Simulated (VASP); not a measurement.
# CsPbBr3 in VASP: further runs, part 2 of 2

VASP 6.6.1. Earlier steps stand in the parts before.

### Step 5. Single point, PBE (uniaxial y strain +1.6%)

The input, INCAR:

```
PREC = Accurate
ENCUT = 520
EDIFF = 1E-6
ISMEAR = -1
SIGMA = 0.02
LREAL = F
LASPH = T
NELM = 100
ALGO = Normal
ISIF = 2
LWAVE = F
LCHARG = F
GGA = PE
NBANDS = 30
```

The input, KPOINTS:

```
regular mesh
0
Gamma
  4 4 4
```

The input, POSCAR:

```
CsPbBr3
1.0
    5.9429132838      0.0000000000      0.0000000000
    0.0000000000      6.0350284397      0.0000000000
    0.0000000000      0.0000000000      5.9429132838
Cs Pb Br
1 1 3
Direct
    0.0000000000      0.0000000000      0.0000000000
    0.5000000000      0.5000000000      0.5000000000
    0.0000000000      0.5000000000      0.5000000000
    0.5000000000      0.0000000000      0.5000000000
    0.5000000000      0.5000000000      0.0000000000
```

Potentials or basis: VASP PAW PBE potentials, release 64 (Cs_sv, Pb_d, Br).

The run is started by

```sh
cat potpaw_PBE.64/Cs_sv/POTCAR potpaw_PBE.64/Pb_d/POTCAR potpaw_PBE.64/Br/POTCAR > POTCAR
mpirun -np 1 vasp_std > vasp.out
```

OUTCAR:

```text
PREC = Accurate
   ENCUT = 520
   EDIFF = 1E-6
   ISMEAR = -1
   LREAL = F
   LASPH = T
   NELM = 100
   ISIF = 2
   GGA = PE

 ion  position               nearest neighbor table
   1  0.000  0.000  0.000-
   2  0.500  0.500  0.500-   3 2.97   5 2.97   5 2.97   3 2.97   4 3.02   4 3.02
   3  0.000  0.500  0.500-   2 2.97   2 2.97
   4  0.500  0.000  0.500-   2 3.02   2 3.02
   5  0.500  0.500  0.000-   2 2.97   2 2.97

  LATTYP: Found a simple tetragonal cell.
 ALAT       =     5.9429132838
 C/A-ratio  =     1.0155000000

  Lattice vectors:

 A1 = (  -5.9429132838,   0.0000000000,   0.0000000000)
 A2 = (   0.0000000000,   0.0000000000,   5.9429132838)
 A3 = (   0.0000000000,   6.0350284397,   0.0000000000)

Analysis of symmetry for initial positions (statically):
=====================================================================
 Subroutine PRICEL returns:
 Original cell was already a primitive cell.

 Routine SETGRP: Setting up the symmetry group for a
 simple tetragonal supercell.

 Subroutine GETGRP returns: Found 16 space group operations
 (whereof 16 operations were pure point group operations)
 out of a pool of 16 trial point group operations.

The static configuration has the point symmetry D_4h.

Analysis of symmetry for dynamics (positions and initial velocities):
=====================================================================
 Subroutine PRICEL returns:
 Original cell was already a primitive cell.

 Routine SETGRP: Setting up the symmetry group for a
 simple tetragonal supercell.

 Subroutine GETGRP returns: Found 16 space group operations
 (whereof 16 operations were pure point group operations)
 out of a pool of 16 trial point group operations.

The dynamic configuration has the point symmetry D_4h.

 Subroutine INISYM returns: Found 16 space group operations
 (whereof 16 operations are pure point group operations),
 and found     1 'primitive' translations

[... 114 lines left out ...]
  volume/ion in A,a.u.               =      42.63       287.68
  Fermi-wavevector in a.u.,A,eV,Ry     =   0.967534  1.828375 12.736721  0.936123
  Thomas-Fermi vector in A             =   2.097428
   LORBIT       =      0    0 simple, 1 ext, 2 COOP (PROOUT), +10 PAW based schemes
   GGA     = PE    functional components
   LHFCALC =     F    Hartree Fock is set to
   AEXX    =    0.0000 exact exchange contribution
   IVDW    =     0    specifies the selected vdW correction
   LEPSILON=     F    determine dielectric tensor
   LRPA    =     F    only Hartree local field effects (RPA)
 non-spin polarized calculation
  energy-cutoff  :      520.00
  volume of cell :      213.15
 maximum number of plane-waves:      5784
 NGX is ok and might be reduce to    48
   NGX = 23   NGY = 23   NGZ = 23

 number of electron      43.9999993 magnetization

 Free energy of the ion-electron system (eV)
  ---------------------------------------------------
  ext. energy  EPLUGINS =         0.00000000
  ---------------------------------------------------
  free energy    TOTEN  =       -15.86466357 eV

  energy without entropy =      -15.86466357  energy(sigma->0) =      -15.86466357

 E-fermi :   1.1531     XC(G=0):  -7.4225

 val. band max:        0.7295863795   @ k =   0.5000   0.5000   0.5000
 cond. band min:       2.3934861098   @ k =   0.5000   0.5000   0.5000
 fundamental gap:      1.6638997303
 Fermi energy:         1.1531172134

 k-point     1 :       0.0000    0.0000    0.0000
  band No.  band energies     occupation
      1     -20.5416      2.00000
      2     -15.9741      2.00000
      3     -15.9614      2.00000
      4     -15.8515      2.00000
      5     -15.8515      2.00000
      6     -15.8471      2.00000
[... 583 lines left out ...]
     29       6.1619      0.00000
     30       7.2793      0.00000

------------------------ aborting loop because EDIFF is reached ----------------------------------------

  FORCE on cell =-STRESS in cart. coord.  units (eV):
  Direction    XX          YY          ZZ          XY          YZ          ZX
  --------------------------------------------------------------------------------------
  -------------------------------------------------------------------------------------
  Total        0.7401570     -0.0456011      0.7401570      0.0000000      0.0000000      0.0000000
  in kB        5.5636057     -0.3427736      5.5636057      0.0000000      0.0000000      0.0000000
  external PRESSURE =       3.5948126 kB  Pullay stress =       0.0000000 kB

 VOLUME and BASIS-vectors are now :
 -----------------------------------------------------------------------------
  energy-cutoff  :      520.00
  volume of cell :      213.15
      direct lattice vectors                 reciprocal lattice vectors
     5.942913284  0.000000000  0.000000000     0.168267641  0.000000000  0.000000000
     0.000000000  6.035028440  0.000000000     0.000000000  0.165699302  0.000000000
     0.000000000  0.000000000  5.942913284     0.000000000  0.000000000  0.168267641

 POSITION                                       TOTAL-FORCE (eV/Angst)
 -----------------------------------------------------------------------------------
      0.00000      0.00000      0.00000         0.000000      0.000000      0.000000
      2.97146      3.01751      2.97146         0.000000      0.000000      0.000000
      0.00000      3.01751      2.97146         0.000000      0.000000      0.000000
      2.97146      0.00000      2.97146         0.000000      0.000000      0.000000
      2.97146      3.01751      0.00000         0.000000      0.000000      0.000000
 -----------------------------------------------------------------------------------
    total drift:                                0.000000     -0.000000     -0.000000

  FREE ENERGIE OF THE ION-ELECTRON SYSTEM (eV)
  ---------------------------------------------------
  free  energy   TOTEN  =       -15.8646635705 eV

  energy  without entropy=      -15.8646635705  energy(sigma->0) =      -15.86466357
```

Wall time 2.5 min (1 thread of Intel Xeon 8259CL, shared host); peak memory 0.38 GiB.

What came out:

```yaml
Free_energy: -15.8647 eV
Pressure: 0.4 GPa
Band_gap_on_the_k_mesh: 1.66 eV
```

Levels at points of the mesh, in eV from the valence-band top:
| k point | band 19 | band 20 | band 21 | band 22 | band 23 | band 24 | band 25 | band 26 |
| --- | --- | --- | --- | --- | --- | --- | --- | --- |
| (0.00, 0.00, 0.00) | -1.82 | -1.73 | -1.73 | -1.73 | 3.23 | 4.40 | 4.43 | 5.13 |
| (0.50, 0.00, 0.00) | -1.93 | -1.82 | -1.81 | -1.23 | 2.68 | 4.65 | 5.15 | 5.26 |
| (0.00, 0.50, 0.00) | -1.93 | -1.82 | -1.82 | -1.32 | 2.64 | 4.59 | 5.24 | 5.30 |
| (0.50, 0.50, 0.00) | -2.00 | -1.98 | -1.40 | -0.65 | 2.18 | 2.27 | 5.00 | 5.37 |
| (0.50, 0.00, 0.50) | -2.04 | -1.99 | -1.38 | -0.57 | 2.23 | 2.23 | 4.74 | 5.38 |
| (0.50, 0.50, 0.50) | -1.39 | -1.39 | -1.37 | 0.00 | 1.66 | 1.76 | 1.76 | 4.73 |

Caveat: the cell differs from its parent crystal (uniaxial y strain +1.6%); spin-orbit coupling is left out, which moves the levels of the heavy elements.

### Step 6. Single point, r2SCAN (uniaxial x strain -3.4%)

POSCAR: that of step 5 with these lines changed.

```diff
@@ -2,4 +2,4 @@
 1.0
-    5.9429132838      0.0000000000      0.0000000000
-    0.0000000000      6.0350284397      0.0000000000
+    5.7408542321      0.0000000000      0.0000000000
+    0.0000000000      5.9429132838      0.0000000000
     0.0000000000      0.0000000000      5.9429132838
```

The input, INCAR.step1:

```
  PREC = Accurate
  ENCUT = 520
  ISMEAR = 0
  SIGMA = 0.01
  LREAL = False
  LASPH = True
  NELM = 60
  NBANDS = 30
  GGA = PE
  ALGO = Normal
  EDIFF = 1E-4
  LWAVE = True
  LCHARG = False
```

The input, INCAR.step2:

```
  PREC = Accurate
  ENCUT = 520
  EDIFF = 1E-7
  ISMEAR = 0
  SIGMA = 0.01
  LREAL = False
  LASPH = True
  NELM = 60
  ALGO = Normal
  ISIF = 2
  LWAVE = False
  LCHARG = False
  METAGGA = R2SCAN
  LMIXTAU = True
  NBANDS = 30
  ISTART = 1
```

The input, KPOINTS:

```
Automatic mesh
0
Gamma
  4 4 4
```

Potentials or basis: VASP PAW PBE potentials, release 64 (Cs_sv, Pb_d, Br).

The run is started by

```sh
cat potpaw_PBE.64/Cs_sv/POTCAR potpaw_PBE.64/Pb_d/POTCAR potpaw_PBE.64/Br/POTCAR > POTCAR
cp INCAR.step1 INCAR
mpirun -np 1 vasp_std > vasp.out
cp INCAR.step2 INCAR
mpirun -np 1 vasp_std > vasp.out
```

It took 7.5 min on 1 thread of Intel Xeon 8259CL, shared host; peak memory 0.43 GiB.

Results (log left out):

```yaml
Free_energy: -128.4125 eV
Pressure: 0.9 GPa
Band_gap_on_the_k_mesh: 1.81 eV
```

Stress tensor (GPa, compression positive):
```
2.12 0.00 0.00
0.00 0.27 0.00
0.00 0.00 0.27
```

Levels at points of the mesh, in eV from the valence-band top:
```
           k point  band 20  band 21  band 22  band 23  band 24  band 25
(0.00, 0.00, 0.00)    -2.22    -2.22    -2.22     3.46     4.40     4.49
(0.50, 0.00, 0.00)    -2.33    -2.33    -1.36     3.02     4.98     5.49
(0.00, 0.50, 0.00)    -2.35    -2.32    -1.62     2.89     4.86     5.41
(0.50, 0.50, 0.00)    -2.46    -1.85    -0.67     2.32     2.58     5.05
(0.00, 0.50, 0.50)    -2.46    -1.89    -0.91     2.44     2.44     5.64
(0.50, 0.50, 0.50)    -1.84    -1.84     0.00     1.81     1.81     2.07
```

Caveat: the cell differs from its parent crystal (uniaxial x strain -3.4%); the PAW data sets were made with another functional, which shifts forces and pressure a little; spin-orbit coupling is left out, which moves the levels of the heavy elements.

### Step 7. Single point, r2SCAN (uniaxial y strain +1.6%)

POSCAR: that of step 6 with these lines changed.

```diff
@@ -2,4 +2,4 @@
 1.0
-    5.7408542321      0.0000000000      0.0000000000
-    0.0000000000      5.9429132838      0.0000000000
+    5.9429132838      0.0000000000      0.0000000000
+    0.0000000000      6.0350284397      0.0000000000
     0.0000000000      0.0000000000      5.9429132838
```

The input, INCAR.step1:

```
  ALGO = Normal
  EDIFF = 1E-4
  ENCUT = 520
  GGA = PE
  ISMEAR = 0
  LASPH = True
  LCHARG = False
  LREAL = False
  LWAVE = True
  NBANDS = 30
  NELM = 60
  PREC = Accurate
  SIGMA = 0.01
```

The input, INCAR.step2:

```
  ALGO = Normal
  EDIFF = 1E-7
  ENCUT = 520
  ISIF = 2
  ISMEAR = 0
  ISTART = 1
  LASPH = True
  LCHARG = False
  LMIXTAU = True
  LREAL = False
  LWAVE = False
  METAGGA = R2SCAN
  NBANDS = 30
  NELM = 60
  PREC = Accurate
  SIGMA = 0.01
```

The input, KPOINTS:

```
k-points
0
Gamma
  4 4 4
```

The run is started by

```sh
cat potpaw_PBE.64/Cs_sv/POTCAR potpaw_PBE.64/Pb_d/POTCAR potpaw_PBE.64/Br/POTCAR > POTCAR
cp INCAR.step1 INCAR
mpirun -np 1 vasp_std > vasp.out
cp INCAR.step2 INCAR
mpirun -np 1 vasp_std > vasp.out
```

Wall time 7.4 min (1 thread of Intel Xeon 8259CL, shared host); peak memory 0.44 GiB.

The run converged. Its results:

| Property | Result |
| --- | --- |
| Free energy | -128.4513 eV |
| Pressure | -0.3 GPa |
| Band gap on the k mesh | 2.04 eV |

Stress tensor (GPa, compression positive):
```
-0.09  0.00  0.00
 0.00 -0.69  0.00
 0.00  0.00 -0.09
```

Levels at points of the mesh, in eV from the valence-band top:
| k point | band 20 | band 21 | band 22 | band 23 | band 24 | band 25 |
| --- | --- | --- | --- | --- | --- | --- |
| (0.00, 0.00, 0.00) | -1.86 | -1.86 | -1.86 | 3.74 | 4.79 | 4.83 |
| (0.50, 0.00, 0.00) | -1.96 | -1.94 | -1.31 | 3.07 | 5.15 | 5.57 |
| (0.00, 0.50, 0.00) | -1.95 | -1.95 | -1.40 | 3.02 | 5.10 | 5.69 |
| (0.50, 0.50, 0.00) | -2.12 | -1.52 | -0.68 | 2.56 | 2.66 | 5.41 |
| (0.50, 0.00, 0.50) | -2.13 | -1.51 | -0.60 | 2.61 | 2.61 | 5.14 |
| (0.50, 0.50, 0.50) | -1.51 | -1.50 | 0.00 | 2.04 | 2.15 | 2.15 |

Caveat: the cell differs from its parent crystal (uniaxial y strain +1.6%); the PAW data sets were made with another functional, which shifts forces and pressure a little; spin-orbit coupling is left out, which moves the levels of the heavy elements.

### Step 8. Summary

```tsv
level	cell	smearing	gap on the mesh (eV)	pressure (GPa)
PBE	a = 6.233 Å, 5 atoms	fermi-dirac 0.02 eV	2.09	-1.6
PBE	a = 5.741, b = 5.943, c = 5.943 Å, 5 atoms	fermi-dirac 0.02 eV	1.44	1.6
r2SCAN	a = 6.233 Å, 5 atoms	gaussian 0.01 eV	2.49	-2.2
PBE	a = 5.943, b = 6.035 Å, 5 atoms	fermi-dirac 0.02 eV	1.66	0.4
r2SCAN	a = 5.741, b = 5.943, c = 5.943 Å, 5 atoms	gaussian 0.01 eV	1.81	0.9
r2SCAN	a = 5.943, b = 6.035 Å, 5 atoms	gaussian 0.01 eV	2.04	-0.3
```

Alike in all rows: task single point; potentials or basis VASP PAW PBE potentials, release 64 (Cs_sv, Pb_d, Br); no spin polarisation; k mesh 4 × 4 × 4; cutoff (eV) 520.

Caveats: spin-orbit coupling is left out, which moves the levels of the heavy elements; the PAW data sets were made with another functional, which shifts forces and pressure a little (at least some runs).

Total energies depend on the potentials used, so only differences within one code and one set of settings carry meaning.
